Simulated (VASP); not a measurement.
Write the native input for VASP 6.6.1 that does the following.

```yaml
Task: relaxation of cell and atoms
Functional: PBE
Potentials_or_basis: VASP PAW PBE potentials, release 64 (Sr_sv, Sc_sv, S)
Cutoff: 600 eV
k_mesh: 4 × 4 × 2
Occupations: fermi-dirac, width 0.1 eV
Spin: no spin polarisation
Dipole_correction: no
Further_INCAR_settings: ALGO = Normal; EDIFF = 1e-07; IBRION = 2; EDIFFG = -0.01; NSW = 60; ISIF = 3
```

The structure of SrScS2 lies in POSCAR:

```
SrScS2
1.0
    4.2497350000      0.0000000000      0.0000000000
    0.0000000000      4.7821730000      0.0000000000
    0.0000000000      0.0000000000      9.4188190000
Sr Sc S
2 2 4
Direct
    0.2500000000      0.7500000000      0.3224500000
    0.7500000000      0.2500000000      0.6775500000
    0.7500000000      0.2500000000      0.0906000000
    0.2500000000      0.7500000000      0.9094000000
    0.7500000000      0.7500000000      0.0557000000
    0.2500000000      0.2500000000      0.9443000000
    0.7500000000      0.2500000000      0.3473000000
    0.2500000000      0.7500000000      0.6527000000
```

These files were run (other wordings do the same):

INCAR

```
SYSTEM = SrScS2
PREC     = Accurate       ! precision mode
ENCUT    = 600            ! plane-wave cutoff, eV
EDIFF    = 1E-7           ! SCF threshold, eV
ISMEAR   = -1             ! smearing method
SIGMA    = 0.1            ! smearing width, eV
LREAL    = .FALSE.        ! projectors in reciprocal space
LASPH    = .TRUE.         ! aspherical terms in the spheres
NELM     = 60             ! most SCF steps
ALGO     = Normal         ! electronic algorithm
ISIF     = 3              ! what is computed and relaxed
LWAVE    = .FALSE.        ! write WAVECAR
LCHARG   = .FALSE.        ! write CHGCAR
GGA      = PE             ! functional
IBRION   = 2              ! ionic algorithm
NSW      = 60             ! ionic steps
EDIFFG   = -0.01          ! ionic threshold
```

KPOINTS

```
regular mesh
0
G
  4 4 2
  0 0 0
```

Potentials or basis: VASP PAW PBE potentials, release 64 (Sr_sv, Sc_sv, S).

Run with:

```sh
$ cat potpaw_PBE.64/Sr_sv/POTCAR potpaw_PBE.64/Sc_sv/POTCAR potpaw_PBE.64/S/POTCAR > POTCAR
$ mpirun -np 1 vasp_std > vasp.out
```

It gave:

```
Relaxed volume                        : 23.63 Å³/atom
Relaxed cell                          : a = 3.972 Å, b = 5.004 Å, c = 9.512 Å, α = 90.00°, β = 90.00°, γ = 90.00°
Space group after relaxing (to 0.1 Å) : Pmmn (No. 59)
Energy gained by relaxing             : 112.3 meV/atom
Ionic steps                           : 21
Pressure after relaxing               : 0.0 GPa
Band gap on the k mesh                : zero (bands 33 and 34 overlap by 1.17 eV)
```

Caveat: the k points lie up to 0.40 Å⁻¹ apart in the final cell, too coarse for converged energies and pressures of a metal.

Run time: 30 min on 1 thread of Intel(R) Xeon(R) Platinum 8488C (Sapphire Rapids), on a shared host, peak memory 0.45 GiB.
